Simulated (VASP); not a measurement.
Runs of VASP 6.6.1 on Pt. The structure is that of space group Fm-3m (No. 225), or close to it. The cells are those of the table. 

| task | cell | cutoff (eV) | gap on the mesh (eV) | pressure (GPa) |
| --- | --- | --- | --- | --- |
| single point | a = 2.742, b = 2.742, c = 6.878 Å, angles 90.0, 90.0, 120.0°, 3 atoms | 520 | none | 1.8 |
| single point | a = 2.798, b = 2.798, c = 6.703 Å, angles 90.0, 90.0, 120.0°, 3 atoms | 520 | none | -2.4 |
| single point | a = 2.798, b = 2.798, c = 6.726 Å, angles 90.0, 90.0, 120.0°, 3 atoms | 520 | none | -3.4 |
| relaxation of cell and atoms | relaxed from a = 2.775, b = 2.775, c = 6.797 Å, angles 90.0, 90.0, 120.0°, 3 atoms | 600 | none | 0.0 |
| single point | a = 2.770, b = 2.770, c = 6.787 Å, angles 90.0, 90.0, 120.0°, 3 atoms | 520 | none | (b) |
| single point | a = 2.742, b = 2.742, c = 6.848 Å, angles 90.0, 90.0, 120.0°, 3 atoms | 520 | none | (a) |

Alike in all rows: level PBEsol; potentials or basis VASP PAW PBE potentials, release 64 (Pt); no spin polarisation; k mesh 18 × 18 × 8; smearing methfessel-paxton 0.1 eV.

Task: Fill in the values left out.

Result: (a) 3.0; (b) -0.4.

Caveats: the PAW data sets were made with another functional, which shifts forces and pressure a little; spin-orbit coupling is left out, which moves the levels of the heavy elements; the cell stands under tension (at least some runs).

A k mesh can miss the band edges, and the runs leave out spin-orbit coupling on Pt.

A gap of «none» marks levels without a gap at the run's occupations.
